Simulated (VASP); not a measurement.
Write the native input for VASP 6.6.1 that does the following.

```
Task                   : relaxation of cell and atoms
Functional             : PBE
Potentials or basis    : VASP PAW PBE potentials, release 64 (Cu)
Cutoff                 : 600 eV
k mesh                 : 20 × 20 × 11
Occupations            : fermi-dirac, width 0.1 eV
Spin                   : no spin polarisation
Target pressure        : 260 GPa
Dipole correction      : no
Further INCAR settings : ALGO = Normal; EDIFF = 1e-06; IBRION = 2; EDIFFG = -0.005; NSW = 60; ISIF = 3
```

The structure of Cu lies in POSCAR:

```
Cu
1.0
    2.1665839850      0.0000000000      0.0000000000
   -1.0832919925      1.8763167705      0.0000000000
    0.0000000000      0.0000000000      3.5098660558
Cu
2
Direct
    0.3333333333      0.6666666667      0.2500000000
    0.6666666667      0.3333333333      0.7500000000
```

This isn't the form of Cu at room conditions, which is fcc.

The input as run:

INCAR

```
PREC     = Accurate       # precision mode
ENCUT    = 600            # plane-wave cutoff, eV
EDIFF    = 1E-6           # SCF threshold, eV
ISMEAR   = -1             # smearing method
SIGMA    = 0.1            # smearing width, eV
LREAL    = False          # projectors in reciprocal space
LASPH    = True           # aspherical terms in the spheres
NELM     = 80             # most SCF steps
ALGO     = Normal         # electronic algorithm
ISIF     = 3              # what is computed and relaxed
LWAVE    = False          # write WAVECAR
LCHARG   = False          # write CHGCAR
GGA      = PE             # functional
IBRION   = 2              # ionic algorithm
NSW      = 60             # ionic steps
EDIFFG   = -0.005         # ionic threshold
PSTRESS  = 2600.0
```

KPOINTS

```
regular mesh
0
Gamma
  20 20 11
```

Potentials or basis: VASP PAW PBE potentials, release 64 (Cu).

Run with:

```sh
$ cat potpaw_PBE.64/Cu/POTCAR > POTCAR
$ mpirun -np 1 vasp_std > vasp.out
```

It gave:

```json
{
  "Relaxed volume": "7.15 Å³/atom",
  "Relaxed cell": "a = 2.161 Å, b = 2.161 Å, c = 3.539 Å, α = 90.00°, β = 90.00°, γ = 120.00°",
  "Space group after relaxing (to 0.1 Å)": "P6_3/mmc (No. 194)",
  "Energy change on relaxing (the run minimises the enthalpy)": "-35.6 meV/atom",
  "Ionic steps": "17",
  "Pressure after relaxing": "260.0 GPa",
  "Band gap on the k mesh": "zero (bands 11 and 12 overlap by 8.24 eV)"
}
```

Caveat: the cell is relaxed towards a set pressure, so the run minimises the enthalpy, not the energy.

Wall time 8.2 min on 1 thread of Intel Xeon 8259CL, on a shared host, peak memory 0.18 GiB.
